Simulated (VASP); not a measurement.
A run of VASP 6.6.1 is set up as follows.

Contents of INCAR:

```
SYSTEM = Bi6O
  PREC = Accurate
  ENCUT = 520
  EDIFF = 1E-6
  ISMEAR = 0
  SIGMA = 0.1
  LREAL = .FALSE.
  LASPH = .TRUE.
  NELM = 80
  ALGO = Normal
  ISIF = 2
  LWAVE = .FALSE.
  LCHARG = .FALSE.
  GGA = PE
  NBANDS = 57
```

File KPOINTS:

```
regular mesh
0
G
  6 6 8
  0 0 0
```

Contents of POSCAR:

```
Bi6O
1.0
    7.8079546421      0.0000000000      0.0000000000
   -3.9039773210      6.7618870716      0.0000000000
    0.0000000000      0.0000000000      4.4843245949
Bi O
6 1
Direct
    0.0000000000      0.0000000000      0.0000000000
    0.3333333333      0.6666666667      0.5000000000
    0.6666666667      0.3333333333      0.5000000000
    0.5000000000      0.0000000000      0.0000000000
    0.0000000000      0.5000000000      0.0000000000
    0.5000000000      0.5000000000      0.0000000000
    0.0000000000      0.0000000000      0.5000000000
```

Potentials or basis: VASP PAW PBE potentials, release 64 (Bi_d, O).

Command:

```console
$ cat potpaw_PBE.64/Bi_d/POTCAR potpaw_PBE.64/O/POTCAR > POTCAR
$ mpirun -np 1 vasp_std > vasp.out
```

**Question.** Estimate the band gap on the k mesh.

**Answer.** Zero (bands 48 and 49 overlap by 0.97 eV).

**Question.** Predict the pressure.

**Answer.** 0.0 GPa.

Stress tensor (GPa, compression positive):
```
-0.07  0.00  0.00
 0.00 -0.07  0.00
 0.00  0.00  0.04
```

Caveat: spin-orbit coupling is left out, which moves the levels of the heavy elements.
